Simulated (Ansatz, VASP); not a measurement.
**Two plane-wave programs on BePd**

File INCAR:

```
SYSTEM = BePd
  PREC = Accurate
  ENCUT = 520
  EDIFF = 1E-8
  ISMEAR = -1
  SIGMA = 0.08
  LREAL = .False.
  LASPH = .True.
  NELM = 80
  ALGO = Normal
  ISIF = 2
  LWAVE = .False.
  LCHARG = .False.
  GGA = CA
  LEFG = .True.
  NBANDS = 13
```

KPOINTS

```
regular mesh
0
Gamma
  12 12 12
  0 0 0
```

File POSCAR:

```
BePd
1.0
    2.8316296820      0.0000000000      0.0000000000
    0.0000000000      2.8316296820      0.0000000000
    0.0000000000      0.0000000000      2.8316296820
Be Pd
1 1
Direct
    0.0000000000      0.0000000000      0.0000000000
    0.5000000000      0.5000000000      0.5000000000
```

Input for Ansatz:

```yaml
crystal:
  lattice:
    - [2.831629682, 0.0, 0.0]
    - [0.0, 2.831629682, 0.0]
    - [0.0, 0.0, 2.831629682]
  atoms:
    - { symbol: Be, position: [0.0, 0.0, 0.0] }
    - { symbol: Pd, position: [0.5, 0.5, 0.5] }
kpoints:
  mp_grid: { grid: [12, 12, 12] }
scf:
  occupations: { method: fermi_dirac, width: 0.08 }
hamiltonian:
  xc: lda
  pseudopotentials: { kind: paw }
output:
  forces: true
  stress: true
  eigenvalues: true
  efg: { contact_densities: true }
```

Change from the starting cell: volume scaled by 1.02, PAW files.

Alike in both runs: task electric field gradients; functional LDA; k mesh 12 × 12 × 12; occupations fermi-dirac, width 0.08 eV; no spin polarisation.

```csv
,VASP,Ansatz
version,VASP 6.6.1,Ansatz 0.2.0
potentials or method,"VASP PAW LDA potentials, release 64 (Be, Pd)","PAW with Ansatz's default frozen-core files, scalar-relativistic"
plane-wave cutoff (eV),520,420
valence electrons in the cell,12,20
```

|  | VASP | Ansatz | Ansatz less VASP |
| --- | --- | --- | --- |
| pressure (GPa) | -10.6 | -11.1 | -0.54 |

LDA's correlation is that of Perdew and Zunger in VASP and of Perdew and Wang (1992) in Ansatz. VASP's potentials hold 12 valence electrons a cell and Ansatz's 20, so a difference there can come from the potentials and not from the codes.
